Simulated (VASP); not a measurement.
# Si4O in VASP: single point with PBE+D3(BJ)

Aim: the single point of Si4O with PBE+D3(BJ).

Everything below comes from runs of VASP 6.6.1. Logs are shortened: lines on timing, memory, paths and dates and some standing lists are left out, and cuts for length are marked.

## (1) The cell of the first run

The cell holds a slab with vacuum, 5 atoms: a = 3.833 Å, b = 3.833 Å, c = 21.203 Å, α = 90.00°, β = 90.00°, γ = 90.00°.

## (2) Single point, PBE+D3(BJ), collinear spin, ferromagnetic start

Input file INCAR:

```
ALGO = Normal ; DIPOL = 0.5 0.5 0.326
EDIFF = 1E-6 ; ENCUT = 520
GGA = PE ; IDIPOL = 3
ISIF = 2 ; ISMEAR = 0
ISPIN = 2 ; IVDW = 12
LASPH = True ; LCHARG = True
LDIPOL = True ; LELF = True
LORBIT = 11 ; LREAL = False
LVACPOTAV = True ; LVHAR = True
LWAVE = False ; MAGMOM = 0 0 0 0 2
NBANDS = 23 ; NELM = 150
PREC = Accurate ; SIGMA = 0.05
```

Input file KPOINTS:

```
k-points
0
Gamma
  7 7 1
```

Input file POSCAR:

```
Si4O
1.0
    3.8333442603      0.0000000000      0.0000000000
    0.0000000000      3.8333442603      0.0000000000
    0.0000000000      0.0000000000     21.2034818054
Si O
4 1
Direct
    0.0000000000      0.5000000000      0.1886482624
    0.0000000000      0.0000000000      0.2525666261
    0.5000000000      0.0000000000      0.3191936744
    0.5000000000      0.5000000000      0.3821769405
    1.0000000000      1.0000000000      0.4859334849
```

Potentials or basis: VASP PAW PBE potentials, release 64 (Si, O).

Run with:

```
$ cat potpaw_PBE.64/Si/POTCAR potpaw_PBE.64/O/POTCAR > POTCAR
$ mpirun -np 1 vasp_std > vasp.out
```

OUTCAR:

```text
EDIFF = 1E-6
   ENCUT = 520
   GGA = PE
   ISIF = 2
   ISMEAR = 0
   ISPIN = 2
   IVDW = 12
   LASPH = True
   LORBIT = 11
   LREAL = False
   NELM = 150
   PREC = Accurate
 IVDW          = 12

 ion  position               nearest neighbor table
   1  0.000  0.500  0.189-   2 2.35   2 2.35
   2  0.000  0.000  0.253-   1 2.35   1 2.35   3 2.38   3 2.38
   3  0.500  0.000  0.319-   4 2.34   4 2.34   2 2.38   2 2.38
   4  0.500  0.500  0.382-   3 2.34   3 2.34
   5  0.000  0.000  0.486-

  LATTYP: Found a simple tetragonal cell.
 ALAT       =     3.8333442603
 C/A-ratio  =     5.5313273125

  Lattice vectors:

 A1 = (   3.8333442603,   0.0000000000,   0.0000000000)
 A2 = (   0.0000000000,   3.8333442603,   0.0000000000)
 A3 = (   0.0000000000,   0.0000000000,  21.2034818054)

Analysis of symmetry for initial positions (statically):
=====================================================================
 Subroutine PRICEL returns:
 Original cell was already a primitive cell.

 Routine SETGRP: Setting up the symmetry group for a
 simple tetragonal supercell.

 Subroutine GETGRP returns: Found  4 space group operations
 (whereof  4 operations were pure point group operations)
 out of a pool of 16 trial point group operations.

The static configuration has the point symmetry C_2v.

Analysis of symmetry for dynamics (positions and initial velocities):
=====================================================================
 Subroutine PRICEL returns:
 Original cell was already a primitive cell.

 Routine SETGRP: Setting up the symmetry group for a
 simple tetragonal supercell.

 Subroutine GETGRP returns: Found  4 space group operations
 (whereof  4 operations were pure point group operations)
 out of a pool of 16 trial point group operations.

The dynamic configuration has the point symmetry C_2v.

Analysis of structural, dynamic, and magnetic symmetry:
=====================================================================
 Subroutine PRICEL returns:
 Original cell was already a primitive cell.

 Routine SETGRP: Setting up the symmetry group for a
 simple tetragonal supercell.

 Subroutine GETGRP returns: Found  4 space group operations
 (whereof  4 operations were pure point group operations)
 out of a pool of 16 trial point group operations.

[... 128 lines left out ...]
 spin polarized calculation
 Gauss-broadening in eV      SIGMA  =   0.05
  energy-cutoff  :      520.00
  volume of cell :      311.58
 maximum number of plane-waves:      8422
 NGX is ok and might be reduce to    30
   NGX = 15   NGY = 15   NGZ = 79

 dipolmoment           0.000000      0.000000     -0.000016 electrons x Angstroem

 number of electron      22.0000007 magnetization       1.9770598

 dipolmoment           0.000000      0.000000      0.179117 electrons x Angstroem

 Free energy of the ion-electron system (eV)
  ---------------------------------------------------
  ext. energy  EPLUGINS =         0.00000000
  ---------------------------------------------------
  free energy    TOTEN  =       -20.45419349 eV

  energy without entropy =      -20.45066791  energy(sigma->0) =      -20.45243070

 E-fermi :  -3.0686     XC(G=0):  -3.7710

 val. band max:       -3.0925009660   @ k =   0.4286   0.2857   0.0000
 cond. band min:      -3.0577066642   @ k =   0.4286   0.2857   0.0000
 fundamental gap:      0.0347943018
 Fermi energy:        -3.0686083406

 spin component 1

 k-point     1 :       0.0000    0.0000    0.0000
  band No.  band energies     occupation
      1     -20.6985      1.00000
      2     -13.9645      1.00000
      3     -11.8177      1.00000
      4      -8.4840      1.00000
      5      -6.2686      1.00000
      6      -6.0004      1.00000
[... 405 lines left out ...]
     22       5.7041      0.00000
     23       6.1637      0.00000
 Fermi energy:        -3.0686083406

 spin component 2

 k-point     1 :       0.0000    0.0000    0.0000
  band No.  band energies     occupation
      1     -17.6996      1.00000
      2     -13.9198      1.00000
      3     -11.7574      1.00000
      4      -8.4100      1.00000
      5      -4.9824      1.00000
      6      -4.7322      1.00000
[... 405 lines left out ...]
     22       5.7872      0.00000
     23       6.2366      0.00000

------------------------ aborting loop because EDIFF is reached ----------------------------------------

 Edisp (eV)   -1.00559

 E8    (eV) :    -0.4285

  FORCE on cell =-STRESS in cart. coord.  units (eV):
  Direction    XX          YY          ZZ          XY          YZ          ZX
  --------------------------------------------------------------------------------------
  -------------------------------------------------------------------------------------
  Total      -4.28592    -1.75438    -1.69049     0.00000     0.00000     0.00000
  in kB     -22.03898    -9.02134    -8.69284     0.00000     0.00000     0.00000
  external pressure =      -13.25 kB  Pullay stress =        0.00 kB

 VOLUME and BASIS-vectors are now :
 -----------------------------------------------------------------------------
  energy-cutoff  :      520.00
  volume of cell :      311.58
      direct lattice vectors                 reciprocal lattice vectors
     3.833344260  0.000000000  0.000000000     0.260868822  0.000000000  0.000000000
     0.000000000  3.833344260  0.000000000     0.000000000  0.260868822  0.000000000
     0.000000000  0.000000000 21.203481805     0.000000000  0.000000000  0.047162066

 POSITION                                       TOTAL-FORCE (eV/Angst)
 -----------------------------------------------------------------------------------
      0.00000      1.91667      4.00000         0.000000      0.000000      0.004724
      0.00000      0.00000      5.35529         0.000000      0.000000      0.153442
      1.91667      0.00000      6.76802         0.000000      0.000000     -0.053693
      1.91667      1.91667      8.10348         0.000000      0.000000      0.480830
      0.00000      0.00000     10.30348         0.000000      0.000000     -0.585302
 -----------------------------------------------------------------------------------
    total drift:                                0.000000     -0.000000     -0.000065

  FREE ENERGIE OF THE ION-ELECTRON SYSTEM (eV)
  ---------------------------------------------------
  free  energy   TOTEN  =       -21.4597855936 eV

  energy  without entropy=      -21.4562600068  energy(sigma->0) =      -21.45802280

 vacuum level on the upper side and lower side of the slab         4.517         2.312

 total charge

# of ion       s       p       d       tot
------------------------------------------
    1        0.864   0.720   0.000   1.584
    2        0.776   0.894   0.000   1.670
    3        0.776   0.897   0.000   1.674
    4        0.870   0.688   0.000   1.558
    5        1.618   2.969   0.000   4.587
--------------------------------------------------
tot          4.905   6.168   0.000  11.073

 magnetization (x)

# of ion       s       p       d       tot
------------------------------------------
    1        0.000   0.016   0.000   0.016
    2        0.001  -0.002   0.000  -0.001
    3        0.004   0.016   0.000   0.020
    4        0.024   0.039   0.000   0.063
    5        0.015   1.358   0.000   1.373
--------------------------------------------------
tot          0.045   1.427   0.000   1.472
```

OSZICAR:

```text
N       E                     dE             d eps       ncg     rms          rms(c)
DAV:   1     0.109284500951E+03    0.10928E+03   -0.70402E+03  1472   0.685E+02
DAV:   2    -0.560381917892E+01   -0.11489E+03   -0.10989E+03  2124   0.131E+02
DAV:   3    -0.218312083984E+02   -0.16227E+02   -0.15491E+02  1881   0.466E+01
[... 39 lines left out ...]
DAV:  43    -0.204541782789E+02   -0.16464E-04   -0.12814E-06  1536   0.483E-03    0.455E-03
DAV:  44    -0.204541888667E+02   -0.10588E-04   -0.11389E-06  1573   0.354E-03    0.346E-03
DAV:  45    -0.204541916473E+02   -0.27806E-05   -0.47109E-07  1529   0.208E-03    0.240E-03
DAV:  46    -0.204541928575E+02   -0.12102E-05   -0.22682E-07  1439   0.138E-03    0.185E-03
DAV:  47    -0.204541934923E+02   -0.63470E-06   -0.33363E-07  1347   0.211E-03
   1 F= -.21459786E+02 E0= -.21458023E+02  d E =-.352559E-02  mag=     1.9771
```

Wall time 17 min (1 thread of Oxide Virtual Turin-like, shared host); peak memory 0.55 GiB.

What came out:

```
Free energy                                           : -21.4598 eV
Largest force                                         : 0.585 eV/Å
Band gap on the k mesh                                : zero (filled and empty bands overlap)
Net moment                                            : 1.98 μB per cell
Site moments                                          : Si +0.02, -0.00, +0.06 (each value once); O +1.37 μB
Valence electrons inside the program's atomic spheres : Si 1.58, 1.67, 1.56 (each value once); O 4.59
Dispersion energy per atom                            : -0.201 eV
```

Forces on the atoms (eV/Å):
```
Si   0.000  0.000  0.005
Si   0.000  0.000  0.153
Si   0.000  0.000 -0.054
Si   0.000  0.000  0.481
O    0.000  0.000 -0.585
```

The gap in the log of VASP goes by the Fermi energy; the results here count the filled bands.